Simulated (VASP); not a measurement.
Set up this calculation in VASP 6.6.1, as the native input.

- Task: single point
- Functional: RPBE
- Potentials or basis: VASP PAW PBE potentials, release 64 (Au)
- Cutoff: 520 eV
- k mesh: 12 × 12 × 12
- Occupations: fermi-dirac, width 0.1 eV
- Spin: no spin polarisation
- Dipole correction: no
- Further INCAR settings: ALGO = Normal; EDIFF = 1e-07; NBANDS = 12

The structure of Au lies in POSCAR:

```
Au
1.0
    2.7790753360      0.0000000000      0.0000000000
    0.0000000000      2.7790753360      0.0000000000
    0.0000000000      0.0000000000      2.7790753360
Au
1
Direct
    0.0000000000      0.0000000000      0.0000000000
```

These files were run (other wordings do the same):

INCAR

```
PREC = Accurate
ENCUT = 520
EDIFF = 1E-7
ISMEAR = -1
SIGMA = 0.1
LREAL = False
LASPH = True
NELM = 60
ALGO = Normal
ISIF = 2
LWAVE = False
LCHARG = False
GGA = RP
NBANDS = 12
```

KPOINTS

```
Automatic mesh
0
Gamma
  12 12 12
```

Potentials or basis: VASP PAW PBE potentials, release 64 (Au).

Command:

```bash
$ cat potpaw_PBE.64/Au/POTCAR > POTCAR
$ mpirun -np 1 vasp_std > vasp.out
```

Results of the run:

```yaml
Pressure: -0.1 GPa
```

Caveat: the PAW data sets were made with another functional, which shifts forces and pressure a little.

It took 8.5 s on 1 thread of Intel(R) Xeon(R) Platinum 8488C (Sapphire Rapids), with other jobs on the host, peak memory 0.15 GiB.
